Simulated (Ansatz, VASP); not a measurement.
## One calculation of B2P, two programs

The input INCAR:

```
SYSTEM = B2P
PREC     = Accurate       ! precision mode
ENCUT    = 520            ! plane-wave cutoff, eV
EDIFF    = 1E-7           ! SCF threshold, eV
ISMEAR   = 0              ! smearing method
SIGMA    = 0.1            ! smearing width, eV
LREAL    = .FALSE.        ! projectors in reciprocal space
LASPH    = .TRUE.         ! aspherical terms in the spheres
NELM     = 80             ! most SCF steps
ALGO     = Normal         ! electronic algorithm
ISIF     = 2              ! what is computed and relaxed
LWAVE    = .FALSE.        ! write WAVECAR
LCHARG   = .TRUE.         ! write CHGCAR
GGA      = PE             ! functional
LELF     = .TRUE.         ! ELF
LVHAR    = .TRUE.       
NBANDS   = 20             ! bands
```

Contents of KPOINTS:

```
Automatic mesh
0
G
  6 6 4
  0 0 0
```

The input POSCAR:

```
B2P
1.0
    3.0797789100      0.0000000000      0.0000000000
    0.2280548500      3.6923437900      0.0000000000
    0.8827005200      1.4928782900      4.2670227800
B P
4 2
Direct
    0.2805090000      0.2817679900      0.8184990300
    0.7935289700      0.5222669800      0.6717619900
    0.2064710300      0.4777330200      0.3282380100
    0.7194910000      0.7182320100      0.1815009700
    0.8716260200      0.9803190200      0.7543720000
    0.1283739800      0.0196809800      0.2456280000
```

Input for Ansatz:

```yaml
crystal:
  lattice:
    - [3.07977891, 0.0, 0.0]
    - [0.22805485, 3.69234379, 0.0]
    - [0.88270052, 1.49287829, 4.26702278]
  atoms:
    - { symbol: B, position: [0.280509, 0.28176799, 0.81849903] }
    - { symbol: B, position: [0.79352897, 0.52226698, 0.67176199] }
    - { symbol: B, position: [0.20647103, 0.47773302, 0.32823801] }
    - { symbol: B, position: [0.719491, 0.71823201, 0.18150097] }
    - { symbol: P, position: [0.87162602, 0.98031902, 0.754372] }
    - { symbol: P, position: [0.12837398, 0.01968098, 0.245628] }
basis:
  ecutwfc: 420
kpoints:
  mp_grid: { grid: [6, 6, 4] }
hamiltonian:
  xc: pbe
scf:
  occupations: { method: gaussian, width: 0.1 }
  lower_state_search: "off"
output:
  forces: true
  stress: true
  eigenvalues: true
```

Alike in both runs: task single point; functional PBE; k mesh 6 × 6 × 4; occupations gaussian, width 0.1 eV; no spin polarisation.

|  | VASP | Ansatz |
| --- | --- | --- |
| version | VASP 6.6.1 | Ansatz 0.2.0 |
| potentials or method | VASP PAW PBE potentials, release 64 (B, P), cutoff 520 eV | scalar-relativistic, plane waves, PAW |
| valence electrons in the cell | 22 | 22 |

|  | VASP | Ansatz | Ansatz less VASP |
| --- | --- | --- | --- |
| gap on the k mesh at the Fermi level (eV) | none | none | - |
| rms of the force components (eV/Å) | 1.320 | 1.328 | +0.0078 |

Atom by atom the forces differ by 0.012 eV/Å (rms over components). A gap of «none» marks a metal or a gap that the smearing closes. The functional is the same, so the differences come from potentials, cutoffs and numerics.

The k mesh is coarse, so the values compare programs but aren't converged.
